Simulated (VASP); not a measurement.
# TiS2 (v.B) in VASP: notebook

Runs on TiS2 (v.B). Level: PBEsol+D3(BJ). Tasks: single point.

Program: VASP 6.6.1. These are calculated values, not measurements. Logs are shortened: lines on timing, memory, paths and dates and some standing lists are left out, and cuts for length are marked.

## (1) The cell of the first run

The cell holds a sheet with vacuum, 3 atoms: a = 3.400 Å, b = 3.400 Å, c = 16.860 Å, α = 90.00°, β = 90.00°, γ = 120.00°.

## (2) Single point, PBEsol+D3(BJ)

File INCAR:

```
SYSTEM = TiS2
PREC = Accurate
ENCUT = 400
EDIFF = 1E-6
ISMEAR = 0
SIGMA = 0.08
LREAL = .FALSE.
LASPH = .TRUE.
NELM = 120
ALGO = Normal
ISIF = 2
LWAVE = .FALSE.
LCHARG = .FALSE.
LDIPOL = .TRUE.
IDIPOL = 3
DIPOL = 0.5 0.5 0.500
GGA = PS
IVDW = 12
NBANDS = 19
GGA_COMPAT = .FALSE.
NELMDL = -8
```

File KPOINTS:

```
Automatic mesh
0
G
  12 12 1
  0 0 0
```

File POSCAR:

```
TiS2
1.0
    3.4000000000      0.0000000000      0.0000000000
   -1.7000000000      2.9444863729      0.0000000000
    0.0000000000      0.0000000000     16.8600000000
S Ti
2 1
Direct
    0.3333330000      0.6666670000      0.4151838671
    0.6666670000      0.3333330000      0.5848161329
    0.0000000000      0.0000000000      0.5000000000
```

Potentials or basis: VASP PAW PBE potentials, release 64 (S, Ti_sv).

Launch:

```
cat potpaw_PBE.64/S/POTCAR potpaw_PBE.64/Ti_sv/POTCAR > POTCAR
mpirun -np 1 vasp_std > vasp.out
```

OUTCAR:

```text
SYSTEM = TiS2
   PREC = Accurate
   ENCUT = 400
   EDIFF = 1E-6
   ISMEAR = 0
   LREAL = .FALSE.
   LASPH = .TRUE.
   NELM = 120
   ISIF = 2
   GGA = PS
   IVDW = 12
   NELMDL = -8
 IVDW          = 12

 ion  position               nearest neighbor table
   1  0.333  0.667  0.415-   3 2.43   3 2.43   3 2.43
   2  0.667  0.333  0.585-   3 2.43   3 2.43   3 2.43
   3  0.000  0.000  0.500-   1 2.43   2 2.43   2 2.43   1 2.43   2 2.43   1 2.43

  LATTYP: Found a hexagonal cell.
 ALAT       =     3.4000000000
 C/A-ratio  =     4.9588235294

  Lattice vectors:

 A1 = (   3.4000000000,   0.0000000000,   0.0000000000)
 A2 = (  -1.7000000000,   2.9444863729,   0.0000000000)
 A3 = (   0.0000000000,   0.0000000000,  16.8600000000)

Analysis of symmetry for initial positions (statically):
=====================================================================
 Subroutine PRICEL returns:
 Original cell was already a primitive cell.

 Routine SETGRP: Setting up the symmetry group for a
 hexagonal supercell.

 Subroutine GETGRP returns: Found 12 space group operations
 (whereof 12 operations were pure point group operations)
 out of a pool of 24 trial point group operations.

The static configuration has the point symmetry D_3d.

Analysis of symmetry for dynamics (positions and initial velocities):
=====================================================================
 Subroutine PRICEL returns:
 Original cell was already a primitive cell.

 Routine SETGRP: Setting up the symmetry group for a
 hexagonal supercell.

 Subroutine GETGRP returns: Found 12 space group operations
 (whereof 12 operations were pure point group operations)
 out of a pool of 24 trial point group operations.

The dynamic configuration has the point symmetry D_3d.

 Subroutine INISYM returns: Found 12 space group operations
 (whereof 12 operations are pure point group operations),
 and found     1 'primitive' translations

----------------------------------------------------------------------------------------

                                     Primitive cell

  volume of cell :     168.7897

  direct lattice vectors                    reciprocal lattice vectors
     3.400000000  0.000000000  0.000000000     0.294117647  0.169808903  0.000000000
    -1.700000000  2.944486373  0.000000000     0.000000000  0.339617805  0.000000000
     0.000000000  0.000000000 16.860000000     0.000000000  0.000000000  0.059311981

  length of vectors
     3.400000000  3.400000000 16.860000000     0.339617805  0.339617805  0.059311981

  position of ions in fractional coordinates (direct lattice)
     0.333333000  0.666667000  0.415183867
     0.666667000  0.333333000  0.584816133
     0.000000000  0.000000000  0.500000000

  ion indices of the primitive-cell ions
   primitive index   ion index
                 1           1
                 2           2
                 3           3

----------------------------------------------------------------------------------------

 KPOINTS: Automatic mesh

Automatic generation of k-mesh.
 Grid dimensions read from file:
 generate k-points for:   12   12    1

 Generating k-lattice:

  Cartesian coordinates                     Fractional coordinates (reciprocal lattice)
     0.024509804  0.014150742  0.000000000     0.083333333  0.000000000  0.000000000
     0.000000000  0.028301484  0.000000000     0.000000000  0.083333333  0.000000000
     0.000000000  0.000000000  0.059311981     0.000000000  0.000000000  1.000000000

  Length of vectors
     0.028301484  0.028301484  0.059311981

  Shift w.r.t. Gamma in fractional coordinates (k-lattice)
     0.000000000  0.000000000  0.000000000

 Subroutine IBZKPT returns following result:
 ===========================================

 Found     19 irreducible k-points:

 Following reciprocal coordinates:
            Coordinates               Weight
  0.000000  0.000000  0.000000      1.000000
  0.083333 -0.000000  0.000000      6.000000
  0.166667 -0.000000  0.000000      6.000000
  0.250000 -0.000000  0.000000      6.000000
  0.333333  0.000000  0.000000      6.000000
  0.416667  0.000000  0.000000      6.000000
[... 11 lines left out ...]
  0.333333  0.250000  0.000000     12.000000
  0.333333  0.333333  0.000000      2.000000
   k-points           NKPTS =     19   k-points in BZ     NKDIM =     19   number of bands    NBANDS=     19
   number of dos      NEDOS =    301   number of ions     NIONS =      3
   total plane-waves  NPLWV =  64512
   dimension x,y,z NGX =    24 NGY =   24 NGZ =  112
   dimension x,y,z NGXF=    48 NGYF=   48 NGZF=  224
   ions per type =               2   1
   NGX,Y,Z   is equivalent  to a cutoff of  11.74, 11.74, 11.04 a.u.
   NGXF,Y,Z  is equivalent  to a cutoff of  23.47, 23.47, 22.09 a.u.
 SYSTEM =  TiS2
   PREC   = accura    normal or accurate (medium, high low for compatibility)
   ISTART =      0    job   : 0-new  1-cont  2-samecut
   ICHARG =      2    charge: 1-file 2-atom 10-const
   ISPIN  =      1    spin polarized calculation?
   LNONCOLLINEAR =      F non collinear calculations
   LSORBIT =      F    spin-orbit coupling
   LASPH  =      T    aspherical Exc in radial PAW
   ENCUT  =  400.0 eV  29.40 Ry    5.42 a.u.   5.54  5.54 27.49*2*pi/ulx,y,z
   NELM   =    120;   NELMIN=  2; NELMDL= -8     # of ELM steps
   EDIFF  = 0.1E-05   stopping-criterion for ELM
   LREAL  =      F    real-space projection
   EDIFFG = 0.1E-04   stopping-criterion for IOM
   NSW    =      0    number of steps for IOM
   IBRION =     -1    ionic relax: 0-MD 1-quasi-New 2-CG
   NFREE  =      0    steps in history (QN), initial steepest desc. (CG)
   ISIF   =      2    stress and relaxation
   ISYM   =      2    0-nonsym 1-usesym 2-fastsym
   POTIM  = 0.5000    time-step for ionic-motion
   TEBEG  =    0.0;   TEEND  =   0.0 temperature during run
   PSTRESS=    0.0 pullay stress
   NELECT =      24.0000    total number of electrons
   NUPDOWN=      -1.0000    fix difference up-down
   EMIN   =  10.00;   EMAX   =-10.00  energy-range for DOS
   EFERMI =   0.00;   METHOD = LEGACY
   ISMEAR =     0;   SIGMA  =   0.08  broadening in eV -4-tet -1-fermi 0-gaus
   EFERMI_NEDOS =   21; number of points for ismear=-14 and -15
   IALGO  =     38    algorithm
   IMIX   =      4    mixing-type and parameters
     AMIX     =   0.40;   BMIX     =  1.00
     AMIX_MAG =   1.60;   BMIX_MAG =  1.00
  volume/ion in A,a.u.               =      56.26       379.68
  Fermi-wavevector in a.u.,A,eV,Ry     =   0.854470  1.614713  9.933860  0.730118
  Thomas-Fermi vector in A             =   1.971071
   LORBIT       =      0    0 simple, 1 ext, 2 COOP (PROOUT), +10 PAW based schemes
   GGA     = PS    functional components
   LHFCALC =     F    Hartree Fock is set to
   AEXX    =    0.0000 exact exchange contribution
   IVDW    =    12    specifies the selected vdW correction
   LEPSILON=     F    determine dielectric tensor
   LRPA    =     F    only Hartree local field effects (RPA)
 non-spin polarized calculation
 Gauss-broadening in eV      SIGMA  =   0.08
  energy-cutoff  :      400.00
  volume of cell :      168.79
 maximum number of plane-waves:      3115
 NGX is ok and might be reduce to    24
   NGX = 11   NGY = 11   NGZ = 55

 number of electron      23.9999995 magnetization

 dipolmoment           0.000000      0.000000     -0.000000 electrons x Angstroem

 Free energy of the ion-electron system (eV)
  ---------------------------------------------------
  ext. energy  EPLUGINS =         0.00000000
  ---------------------------------------------------
  free energy    TOTEN  =       -21.05130927 eV

  energy without entropy =      -21.04919591  energy(sigma->0) =      -21.05025259

 E-fermi :  -1.9986     XC(G=0):  -4.0448

 val. band max:       -2.3408175594   @ k =   0.0833  -0.0000   0.0000
 cond. band min:      -1.9778331738   @ k =   0.5000  -0.0000   0.0000
 fundamental gap:      0.3629843856
 Fermi energy:        -1.9985571690

 k-point     1 :       0.0000    0.0000    0.0000
  band No.  band energies     occupation
      1     -59.4224      2.00000
      2     -35.7616      2.00000
      3     -35.7080      2.00000
      4     -35.7080      2.00000
      5     -15.5151      2.00000
      6     -14.3128      2.00000
[... 11 lines left out ...]
     18       3.2406      0.00000
     19       3.6481      0.00000

 k-point     2 :       0.0833   -0.0000    0.0000
  band No.  band energies     occupation
      1     -59.4215      2.00000
      2     -35.7598      2.00000
      3     -35.7171      2.00000
      4     -35.7101      2.00000
      5     -15.4335      2.00000
      6     -14.2848      2.00000
[... 11 lines left out ...]
     18       3.3932      0.00000
     19       3.7729      0.00000

 k-point     3 :       0.1667   -0.0000    0.0000
  band No.  band energies     occupation
      1     -59.4191      2.00000
      2     -35.7550      2.00000
      3     -35.7419      2.00000
      4     -35.7157      2.00000
      5     -15.2001      2.00000
      6     -14.2069      2.00000
[... 11 lines left out ...]
     18       3.7849      0.00000
     19       4.1205      0.00000

 k-point     4 :       0.2500   -0.0000    0.0000
  band No.  band energies     occupation
      1     -59.4159      2.00000
      2     -35.7758      2.00000
      3     -35.7481      2.00000
      4     -35.7234      2.00000
      5     -14.8518      2.00000
      6     -14.0961      2.00000
[... 297 lines left out ...]
     18       5.4550      0.00000
     19       5.6813      0.00000

 k-point    18 :       0.3333    0.2500    0.0000
  band No.  band energies     occupation
      1     -59.4082      2.00000
      2     -35.8178      2.00000
      3     -35.7788      2.00000
      4     -35.7324      2.00000
      5     -13.8499      2.00000
      6     -13.7995      2.00000
[... 11 lines left out ...]
     18       5.5525      0.00000
     19       5.8067      0.00000

 k-point    19 :       0.3333    0.3333    0.0000
  band No.  band energies     occupation
      1     -59.4077      2.00000
      2     -35.8010      2.00000
      3     -35.8010      2.00000
      4     -35.7316      2.00000
      5     -13.7833      2.00000
      6     -13.7833      2.00000
[... 11 lines left out ...]
     18       5.6216      0.00000
     19       6.2520      0.00000

------------------------ aborting loop because EDIFF is reached ----------------------------------------

 vacuum level on the upper side and lower side of the slab       (xc-potential included)        -0.152        -0.152

 Edisp (eV)   -0.61798

 E8    (eV) :    -0.4040

  FORCE on cell =-STRESS in cart. coord.  units (eV):
  Direction    XX          YY          ZZ          XY          YZ          ZX
  --------------------------------------------------------------------------------------
  -------------------------------------------------------------------------------------
  Total      -1.96689    -1.96689    -1.09419     0.00000    -0.00000     0.00000
  in kB     -18.67001   -18.67001   -10.38622     0.00000    -0.00000     0.00000
  external pressure =      -15.91 kB  Pullay stress =        0.00 kB

 VOLUME and BASIS-vectors are now :
 -----------------------------------------------------------------------------
  energy-cutoff  :      400.00
  volume of cell :      168.79
      direct lattice vectors                 reciprocal lattice vectors
     3.400000000  0.000000000  0.000000000     0.294117647  0.169808903  0.000000000
    -1.700000000  2.944486373  0.000000000     0.000000000  0.339617805  0.000000000
     0.000000000  0.000000000 16.860000000     0.000000000  0.000000000  0.059311981

 POSITION                                       TOTAL-FORCE (eV/Angst)
 -----------------------------------------------------------------------------------
     -0.00000      1.96299      7.00000        -0.000000      0.000000      0.347856
      1.70000      0.98149      9.86000         0.000000     -0.000000     -0.347856
      0.00000      0.00000      8.43000         0.000000      0.000000      0.000000
 -----------------------------------------------------------------------------------
    total drift:                               -0.000000     -0.000000      0.000000

  FREE ENERGIE OF THE ION-ELECTRON SYSTEM (eV)
  ---------------------------------------------------
  free  energy   TOTEN  =       -21.6692862188 eV

  energy  without entropy=      -21.6671728664  energy(sigma->0) =      -21.66822954

 vacuum level on the upper side and lower side of the slab         3.701         3.701
```

Run time: 37 s. Hardware: 1 thread of Intel Xeon 6975P-C (Granite Rapids), shared host; peak memory 0.25 GiB.

Results:

* Free energy: -21.6693 eV
* Largest force: 0.348 eV/Å
* Band gap on the k mesh: zero (band 12 reaches -1.92 eV, above the bottom of band 13 at -1.98 eV)
* Dispersion energy per atom: -0.206 eV

Forces in eV/Å, atoms in the order of the input:
```
S    0.000  0.000  0.348
S    0.000  0.000 -0.348
Ti   0.000  0.000  0.000
```

Levels at points of the mesh, in eV from the Fermi level:
```tsv
k point	band 10	band 11	band 12	band 13	band 14	band 15
(0.00, 0.00, 0.00)	-1.43	0.07	0.07	0.45	0.45	1.05
(0.50, 0.00, 0.00)	-2.69	-1.94	-1.35	0.02	1.51	1.90
```

Caveat: the PAW data sets were made with another functional, which shifts forces and pressure a little.

(Part 1 of 2 ends here.)
